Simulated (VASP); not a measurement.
# B (Fd-3m) in VASP: a series of runs

The runs below take B through relaxation of cell and atoms, single point, with LDA.

All numbers are computed with VASP 6.6.1; they aren't measurements. Logs are shortened: lines on timing, memory, paths and dates and some standing lists are left out, and cuts for length are marked.

## Step 1: The cell of the first run

It takes space group Fd-3m (No. 227, cubic). The conventional cell has a = 4.137 Å, b = 4.137 Å, c = 4.137 Å, α = 90.00°, β = 90.00°, γ = 90.00°. B (site symmetry -43m) has 4 B at 1.79 Å within 2.4 Å.

## Step 2: Relaxation of cell and atoms, LDA

The input, INCAR:

```
PREC = Accurate ; ENCUT = 600
EDIFF = 1E-6 ; ISMEAR = -1
SIGMA = 0.1 ; LREAL = False
LASPH = True ; NELM = 100
ALGO = Normal ; ISIF = 3
LWAVE = False ; LCHARG = False
IBRION = 2 ; NSW = 80
EDIFFG = -0.01
```

The input, KPOINTS:

```
Automatic mesh
0
Gamma
  13 13 13
```

The input, POSCAR:

```
B
1.0
    0.0000000000      2.0683080914      2.0683080914
    2.0683080914      0.0000000000      2.0683080914
    2.0683080914      2.0683080914      0.0000000000
B
2
Direct
    0.1250000000      0.1250000000      0.1250000000
    0.8750000000      0.8750000000      0.8750000000
```

Potentials or basis: VASP PAW LDA potentials, release 64 (B).

Started as:

```console
> cat potpaw_LDA.64/B/POTCAR > POTCAR
> mpirun -np 1 vasp_std > vasp.out
```

OUTCAR:

```text
PREC = Accurate
   ENCUT = 600
   EDIFF = 1E-6
   ISMEAR = -1
   LREAL = False
   LASPH = True
   NELM = 100
   ISIF = 3
   IBRION = 2
   NSW = 80
   EDIFFG = -0.01

 ion  position               nearest neighbor table
   1  0.125  0.125  0.125-   2 1.79   2 1.79   2 1.79   2 1.79
   2  0.875  0.875  0.875-   1 1.79   1 1.79   1 1.79   1 1.79

  LATTYP: Found a face centered cubic cell.
 ALAT       =     4.1366161828

  Lattice vectors:

 A1 = (   0.0000000000,   2.0683080914,   2.0683080914)
 A2 = (   2.0683080914,   0.0000000000,   2.0683080914)
 A3 = (   2.0683080914,   2.0683080914,   0.0000000000)

Analysis of symmetry for initial positions (statically):
=====================================================================
 Subroutine PRICEL returns:
 Original cell was already a primitive cell.

 Routine SETGRP: Setting up the symmetry group for a
 face centered cubic supercell.

 Subroutine GETGRP returns: Found 48 space group operations
 (whereof 12 operations were pure point group operations)
 out of a pool of 48 trial point group operations.

The static configuration has the point symmetry D_3d.
 The point group associated with its full space group is O_h .

Analysis of symmetry for dynamics (positions and initial velocities):
=====================================================================
 Subroutine PRICEL returns:
 Original cell was already a primitive cell.

 Routine SETGRP: Setting up the symmetry group for a
 face centered cubic supercell.

 Subroutine GETGRP returns: Found 48 space group operations
 (whereof 12 operations were pure point group operations)
 out of a pool of 48 trial point group operations.

The dynamic configuration has the point symmetry D_3d.
 The point group associated with its full space group is O_h .

 Subroutine INISYM returns: Found 48 space group operations
 (whereof 12 operations are pure point group operations),
 and found     1 'primitive' translations

----------------------------------------------------------------------------------------

                                     Primitive cell

  volume of cell :      17.6960

  direct lattice vectors                    reciprocal lattice vectors
     0.000000000  2.068308091  2.068308091    -0.241743482  0.241743482  0.241743482
     2.068308091  0.000000000  2.068308091     0.241743482 -0.241743482  0.241743482
     2.068308091  2.068308091  0.000000000     0.241743482  0.241743482 -0.241743482

  length of vectors
     2.925029354  2.925029354  2.925029354     0.418711993  0.418711993  0.418711993

  position of ions in fractional coordinates (direct lattice)
     0.125000000  0.125000000  0.125000000
     0.875000000  0.875000000  0.875000000

  ion indices of the primitive-cell ions
   primitive index   ion index
                 1           1
                 2           2

----------------------------------------------------------------------------------------

 KPOINTS: Automatic mesh

Automatic generation of k-mesh.
 Grid dimensions read from file:
 generate k-points for:   13   13   13

 Generating k-lattice:

  Cartesian coordinates                     Fractional coordinates (reciprocal lattice)
    -0.018595652  0.018595652  0.018595652     0.076923077  0.000000000  0.000000000
     0.018595652 -0.018595652  0.018595652     0.000000000  0.076923077  0.000000000
     0.018595652  0.018595652 -0.018595652     0.000000000  0.000000000  0.076923077

  Length of vectors
     0.032208615  0.032208615  0.032208615

  Shift w.r.t. Gamma in fractional coordinates (k-lattice)
     0.000000000  0.000000000  0.000000000

 Subroutine IBZKPT returns following result:
 ===========================================

 Found     84 irreducible k-points:

 Following reciprocal coordinates:
            Coordinates               Weight
  0.000000  0.000000  0.000000      1.000000
  0.076923  0.000000  0.000000      8.000000
  0.153846  0.000000  0.000000      8.000000
  0.230769  0.000000  0.000000      8.000000
  0.307692  0.000000  0.000000      8.000000
  0.384615  0.000000  0.000000      8.000000
[... 16 lines left out ...]
  0.384615  0.153846  0.000000     24.000000
  0.461538  0.153846  0.000000     24.000000
 [... further k-points ...]
   k-points           NKPTS =     84   k-points in BZ     NKDIM =     84   number of bands    NBANDS=      7
   number of dos      NEDOS =    301   number of ions     NIONS =      2
   total plane-waves  NPLWV =  13824
   dimension x,y,z NGX =    24 NGY =   24 NGZ =   24
   dimension x,y,z NGXF=    48 NGYF=   48 NGZF=   48
   ions per type =               2
   NGX,Y,Z   is equivalent  to a cutoff of  13.64, 13.64, 13.64 a.u.
   NGXF,Y,Z  is equivalent  to a cutoff of  27.28, 27.28, 27.28 a.u.
 SYSTEM =  unknown system
   PREC   = accura    normal or accurate (medium, high low for compatibility)
   ISTART =      0    job   : 0-new  1-cont  2-samecut
   ICHARG =      2    charge: 1-file 2-atom 10-const
   ISPIN  =      1    spin polarized calculation?
   LNONCOLLINEAR =      F non collinear calculations
   LSORBIT =      F    spin-orbit coupling
   LASPH  =      T    aspherical Exc in radial PAW
   ENCUT  =  600.0 eV  44.10 Ry    6.64 a.u.   5.84  5.84  5.84*2*pi/ulx,y,z
   NELM   =    100;   NELMIN=  2; NELMDL= -5     # of ELM steps
   EDIFF  = 0.1E-05   stopping-criterion for ELM
   LREAL  =      F    real-space projection
   EDIFFG = -.1E-01   stopping-criterion for IOM
   NSW    =     80    number of steps for IOM
   IBRION =      2    ionic relax: 0-MD 1-quasi-New 2-CG
   NFREE  =      1    steps in history (QN), initial steepest desc. (CG)
   ISIF   =      3    stress and relaxation
   ISYM   =      2    0-nonsym 1-usesym 2-fastsym
   POTIM  = 0.5000    time-step for ionic-motion
   TEBEG  =    0.0;   TEEND  =   0.0 temperature during run
   PSTRESS=    0.0 pullay stress
   NELECT =       6.0000    total number of electrons
   NUPDOWN=      -1.0000    fix difference up-down
   EMIN   =  10.00;   EMAX   =-10.00  energy-range for DOS
   EFERMI =   0.00;   METHOD = LEGACY
   ISMEAR =    -1;   SIGMA  =   0.10  broadening in eV -4-tet -1-fermi 0-gaus
   EFERMI_NEDOS =   21; number of points for ismear=-14 and -15
   IALGO  =     38    algorithm
   IMIX   =      4    mixing-type and parameters
     AMIX     =   0.40;   BMIX     =  1.00
     AMIX_MAG =   1.60;   BMIX_MAG =  1.00
  volume/ion in A,a.u.               =       8.85        59.71
  Fermi-wavevector in a.u.,A,eV,Ry     =   1.141563  2.157242 17.730662  1.303167
  Thomas-Fermi vector in A             =   2.278263
   LORBIT       =      0    0 simple, 1 ext, 2 COOP (PROOUT), +10 PAW based schemes
   GGA     = CA    functional components
   LHFCALC =     F    Hartree Fock is set to
   AEXX    =    0.0000 exact exchange contribution
   IVDW    =     0    specifies the selected vdW correction
   LEPSILON=     F    determine dielectric tensor
   LRPA    =     F    only Hartree local field effects (RPA)
 conjugate gradient relaxation of ions
 non-spin polarized calculation
  energy-cutoff  :      600.00
  volume of cell :       17.70
 maximum number of plane-waves:       609
   NGX = 11   NGY = 11   NGZ = 11

--------------------------------------- Ionic step        1  -------------------------------------------

 number of electron       6.0000000 magnetization

 Free energy of the ion-electron system (eV)
  ---------------------------------------------------
  ext. energy  EPLUGINS =         0.00000000
  ---------------------------------------------------
  free energy    TOTEN  =       -12.85610306 eV

  energy without entropy =      -12.82868933  energy(sigma->0) =      -12.84239619

------------------------ aborting loop because EDIFF is reached ----------------------------------------

  FORCE on cell =-STRESS in cart. coord.  units (eV):
  Direction    XX          YY          ZZ          XY          YZ          ZX
  --------------------------------------------------------------------------------------
  -------------------------------------------------------------------------------------
  Total       -1.7259873     -1.7259873     -1.7259873     -0.0000000     -0.0000000      0.0000000
  in kB     -156.2688796   -156.2688796   -156.2688796     -0.0000000     -0.0000000      0.0000000
  external PRESSURE =    -156.2688796 kB  Pullay stress =       0.0000000 kB
[... 57 lines left out ...]
  energy  without entropy=      -12.9073634557  energy(sigma->0) =      -12.92040267

--------------------------------------- Ionic step        3  -------------------------------------------

 number of electron       6.0000000 magnetization

 Free energy of the ion-electron system (eV)
  ---------------------------------------------------
  ext. energy  EPLUGINS =         0.00000000
  ---------------------------------------------------
  free energy    TOTEN  =       -12.94226900 eV

  energy without entropy =      -12.91587585  energy(sigma->0) =      -12.92907242

 E-fermi :   4.1114     XC(G=0): -11.4526

 val. band max:        4.0849581110   @ k =   0.4615   0.2308   0.0000
 cond. band min:       4.1218016600   @ k =   0.3846   0.2308   0.0000
 fundamental gap:      0.0368435489
 Fermi energy:         4.1114368370

 k-point     1 :       0.0000    0.0000    0.0000
  band No.  band energies     occupation
      1      -8.8812      2.00000
      2       8.2152      0.00000
      3       8.2152      0.00000
      4       8.2152      0.00000
      5      12.4222      0.00000
      6      12.4222      0.00000
      7      12.4222      0.00000
[... 221 lines left out ...]
 k-point    24 :       0.4615    0.1538    0.0000
  band No.  band energies     occupation
      1      -4.7998      2.00000
      2      -0.9931      2.00000
      3       4.5876      0.01695
      4       4.8250      0.00159
      5      13.4038      0.00000
      6      16.5153      0.00000
      7      17.6632      0.00000

 [... further k-points ...]
[... 5 lines left out ...]
  --------------------------------------------------------------------------------------
  -------------------------------------------------------------------------------------
  Total        0.0043047      0.0043047      0.0043047      0.0000000      0.0000000     -0.0000000
  in kB        0.4297059      0.4297059      0.4297059      0.0000000      0.0000000     -0.0000000
  external PRESSURE =       0.4297059 kB  Pullay stress =       0.0000000 kB
[... 17 lines left out ...]
  FREE ENERGIE OF THE ION-ELECTRON SYSTEM (eV)
  ---------------------------------------------------
  free  energy   TOTEN  =       -12.9422689950 eV

  energy  without entropy=      -12.9158758450  energy(sigma->0) =      -12.92907242

 reached required accuracy - stopping structural energy minimisation
```

Run time: 26 s. Hardware: 1 thread of Intel Xeon 8259CL, shared host; peak memory 0.12 GiB.

What came out:

```yaml
Free_energy: -12.9423 eV
Relaxed_volume: 8.03 Å³/atom
Relaxed_cell: a = 2.831 Å, b = 2.831 Å, c = 2.831 Å, α = 60.00°, β = 60.00°, γ = 60.00°
Space_group_after_relaxing_to_0.05_Å: Fd-3m (No. 227)
Energy_gained_by_relaxing: 43.1 meV/atom
Ionic_steps: 3
Pressure_after_relaxing: 0.0 GPa
Band_gap_on_the_k_mesh: zero (band 3 reaches 8.22 eV, above the bottom of band 4 at 1.41 eV)
```

The path:
| step | energy change (eV) | largest force (eV/Å) | pressure (GPa) | volume (Å³) |
| --- | --- | --- | --- | --- |
| 1 | 0.0000 | 0.0000 | -15.63 | 17.70 |
| 2 | -0.0773 | 0.0000 | 6.06 | 15.58 |
| 3 | -0.0862 | 0.0000 | 0.04 | 16.05 |

Final structure:
```yaml
crystal:
  lattice:
    - [0.00000, 2.00210, 2.00210]
    - [2.00210, 0.00000, 2.00210]
    - [2.00210, 2.00210, 0.00000]
  atoms:
    - { symbol: B, position: [0.12500, 0.12500, 0.12500] }
    - { symbol: B, position: [0.87500, 0.87500, 0.87500] }
```

## Step 3: Single point, LDA

This run uses another cell than the first one, of 8.02 Å³/atom, 0.906 times its volume.

The input, INCAR:

```
SYSTEM = B
ALGO = Normal ; EDIFF = 1E-7
ENCUT = 520 ; ISIF = 2
ISMEAR = -1 ; LASPH = .True.
LCHARG = .True. ; LELF = .True.
LREAL = .False. ; LVHAR = .True.
LWAVE = .False. ; NBANDS = 10
NELM = 80 ; PREC = Accurate
SIGMA = 0.1
```

The input, KPOINTS:

```
k-points
0
Gamma
  22 22 22
  0 0 0
```

The input, POSCAR:

```
B
1.0
    0.0000000000      2.0014594441      2.0014594441
    2.0014594441      0.0000000000      2.0014594441
    2.0014594441      2.0014594441      0.0000000000
B
2
Direct
    0.1250000000      0.1250000000      0.1250000000
    0.8750000000      0.8750000000      0.8750000000
```

Potentials or basis: VASP PAW LDA potentials, release 64 (B).

Started as:

```console
> cat potpaw_LDA.64/B/POTCAR > POTCAR
> mpirun -np 1 vasp_std > vasp.out
```

It took 57 s on 1 thread of Intel Xeon 8259CL, shared host; peak memory 0.15 GiB.

It converged, with:

```yaml
Free_energy: -12.9379 eV
Pressure: 0.2 GPa
Band_gap_on_the_k_mesh: zero (band 3 reaches 8.23 eV, above the bottom of band 4 at 0.88 eV)
```

Levels at points of the mesh, in eV from the Fermi level:
```csv
k point,band 1,band 2,band 3,band 4,band 5,band 6
"(0.00, 0.00, 0.00)",-13.00,4.11,4.11,4.11,8.32,8.32
"(0.50, 0.00, 0.00)",-7.96,-7.19,1.72,1.72,10.41,10.41
"(0.50, 0.50, 0.00)",-5.95,-5.95,-1.35,-1.35,7.39,7.39
```

## Step 4: Single point, LDA, non-collinear spin, zero start, spin-orbit coupling

This run uses another cell than the first one, of 8.02 Å³/atom, 0.906 times its volume.

The input, INCAR:

```
PREC     = Accurate       # precision mode
ENCUT    = 520            # plane-wave cutoff, eV
EDIFF    = 1E-6           # SCF threshold, eV
ISMEAR   = -1             # smearing method
SIGMA    = 0.1            # smearing width, eV
LREAL    = False          # projectors in reciprocal space
LASPH    = True           # aspherical terms in the spheres
NELM     = 150            # most SCF steps
ALGO     = Normal         # electronic algorithm
ISIF     = 2              # what is computed and relaxed
LWAVE    = False          # write WAVECAR
LCHARG   = False          # write CHGCAR
MAGMOM   = 0 0 0 0 0 0    # initial moments
LORBIT   = 11             # projections on sites
LSORBIT  = True           # spin-orbit coupling
GGA_COMPAT= False        
LORBMOM  = True         
GGA      = CA             # functional
NBANDS   = 18             # bands
```

The input, KPOINTS:

```
regular mesh
0
Gamma
  13 13 13
```

POSCAR is that of step 3.

Started as:

```console
> cat potpaw_LDA.64/B/POTCAR > POTCAR
> mpirun -np 1 vasp_ncl > vasp.out
```

It took 65 s on 1 thread of Intel Xeon 8259CL, shared host; peak memory 0.18 GiB.

It converged, with:

```yaml
Free_energy: -12.9404 eV
Pressure: 0.2 GPa
Net_moment: 0.00 μB per cell
Valence_electrons_inside_the_program's_atomic_spheres: B 1.92
```

Moments on the atoms (μB; x, y, z):
```
B   0.00 0.00 0.00
B   0.00 0.00 0.00
```

## Step 5: Overview

```tsv
task	spin	cell	k mesh	cutoff (eV)	gap on the mesh (eV)	pressure (GPa)
relaxation of cell and atoms	off	relaxed from a = 2.925 Å, angles 60.0°, 2 atoms	13 × 13 × 13	600	none	0.0
single point	off	a = 2.830 Å, angles 60.0°, 2 atoms	22 × 22 × 22	520	none	0.2
single point	non-collinear, zero start, SOC	a = 2.830 Å, angles 60.0°, 2 atoms	13 × 13 × 13	520	-	0.2
```

Alike in all rows: level LDA; potentials or basis VASP PAW LDA potentials, release 64 (B); smearing fermi-dirac 0.1 eV.

Total energies depend on the potentials used, so only differences within one code and one set of settings carry meaning.
